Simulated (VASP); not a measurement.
AlN, 4 atoms in the cell. It takes space group P6_3mc (No. 186, hexagonal). The conventional cell has a = 3.089 Å, b = 3.089 Å, c = 4.350 Å, α = 90.00°, β = 90.00°, γ = 120.00°. Al (site symmetry 3m) has 4 N at 1.81 to 1.86 Å within 2.4 Å. N (site symmetry 3m) has 4 Al at 1.81 to 1.86 Å within 2.4 Å. 

- Program: VASP 6.6.1
- Task: single point
- Functional: LDA
- Potentials or basis: VASP PAW LDA potentials, release 64 (Al, N)
- Cutoff: 520 eV
- k mesh: 9 × 9 × 6
- Occupations: gaussian, width 0.05 eV
- Spin: no spin polarisation
- Dipole correction: no
- Further INCAR settings: ALGO = Normal; EDIFF = 1e-06; NBANDS = 16

Potentials or basis: VASP PAW LDA potentials, release 64 (Al, N).

Command:

```bash
$ cat potpaw_LDA.64/Al/POTCAR potpaw_LDA.64/N/POTCAR > POTCAR
$ mpirun -np 1 vasp_std > vasp.out
```

Hardware: 1 thread of AMD EPYC 9R45 96-Core Processor (Zen 5), on a shared host.

Problem. Estimate the wall time of this run.

Solution. Run time: 8.6 s on 1 thread of AMD EPYC 9R45 96-Core Processor (Zen 5) (shared host), peak memory 0.11 GiB. Counts: scf iterations 12, k points 48.
